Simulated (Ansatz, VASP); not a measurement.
Al3Cu in VASP and in Ansatz

```
Al Cu
1.0
     3.80973    0.00000    0.00000
     0.00000    3.80973    0.00000
     0.00000    0.00000    3.80973
Al Cu
3 1
Direct
  0.00000 0.50000 0.50000
  0.50000 0.00000 0.50000
  0.50000 0.50000 0.00000
  0.00000 0.00000 0.00000
```

Alike in both runs: task single point; functional r2SCAN; k mesh 12 × 12 × 12; occupations gaussian, width 0.1 eV; no spin polarisation.

```csv
,VASP,Ansatz
version,VASP 6.6.1,Ansatz 0.2.0
potentials or method,"VASP PAW PBE potentials, release 64 (Al, Cu), cutoff 520 eV","scalar-relativistic, plane waves, PAW"
valence electrons in the cell,20,28
```

|  | VASP | Ansatz | Ansatz less VASP |
| --- | --- | --- | --- |
| gap on the k mesh at the Fermi level (eV) | none | none | - |
| pressure (GPa) | 7.2 | 7.4 | +0.27 |

VASP's potentials were made for PBE, not for r2SCAN. A gap of «none» marks a metal or a gap that the smearing closes. VASP's potentials hold 20 valence electrons a cell and Ansatz's 28, so a difference there can come from the potentials and not from the codes.
